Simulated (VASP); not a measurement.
A run of VASP 6.6.1:

File POSCAR:

```
ZnHOF
1.0
   10.2280000000      0.0000000000      0.0000000000
    0.0000000000      3.1125000000      0.0000000000
    0.0000000000      0.0000000000      4.7165000000
Zn H O F
4 4 4 4
Direct
    0.1282436425      0.7500000000      0.5248567663
    0.3717563575      0.2500000000      0.0248567663
    0.6282436425      0.7500000000      0.9751432337
    0.8717563575      0.2500000000      0.4751432337
    0.9140842281      0.7500000000      0.9036416793
    0.5859157719      0.2500000000      0.4036416793
    0.4140842281      0.7500000000      0.5963583207
    0.0859157719      0.2500000000      0.0963583207
    0.4418175347      0.7500000000      0.7952387320
    0.0581824653      0.2500000000      0.2952387320
    0.9418175347      0.7500000000      0.7047612680
    0.5581824653      0.2500000000      0.2047612680
    0.1935595854      0.2500000000      0.8019524828
    0.3064404146      0.7500000000      0.3019524828
    0.6935595854      0.2500000000      0.6980475172
    0.8064404146      0.7500000000      0.1980475172
```

The input INCAR.step1:

```
PREC = Accurate
ENCUT = 520
ISMEAR = -1
SIGMA = 0.02
LREAL = Auto
LASPH = True
NELM = 100
NBANDS = 66
GGA = PE
ALGO = Normal
EDIFF = 1E-4
LWAVE = True
LCHARG = False
```

INCAR.step2

```
PREC = Accurate
ENCUT = 520
EDIFF = 1E-8
ISMEAR = -1
SIGMA = 0.02
LREAL = Auto
LASPH = True
NELM = 100
ALGO = Normal
ISIF = 2
LWAVE = False
LCHARG = False
METAGGA = R2SCAN
LMIXTAU = True
LEFG = True
NBANDS = 66
ISTART = 1
```

KPOINTS

```
Automatic mesh
0
Gamma
  2 7 5
```

Potentials or basis: VASP PAW PBE potentials, release 64 (Zn, H, O, F).

Command:

```bash
$ cat potpaw_PBE.64/Zn/POTCAR potpaw_PBE.64/H/POTCAR potpaw_PBE.64/O/POTCAR potpaw_PBE.64/F/POTCAR > POTCAR
$ cp INCAR.step1 INCAR
$ mpirun -np 1 vasp_std > vasp.out
$ cp INCAR.step2 INCAR
$ mpirun -np 1 vasp_std > vasp.out
```

Hardware: 1 thread of Intel(R) Xeon(R) Platinum 8259CL CPU @ 2.50GHz (Skylake/Cascade Lake), with other jobs on the host.

**Question.** Estimate the wall time of this run.

**Answer.** Run time: 22 min on 1 thread of Intel(R) Xeon(R) Platinum 8259CL CPU @ 2.50GHz (Skylake/Cascade Lake) (shared host), peak memory 0.36 GiB. Counts: k points 24.
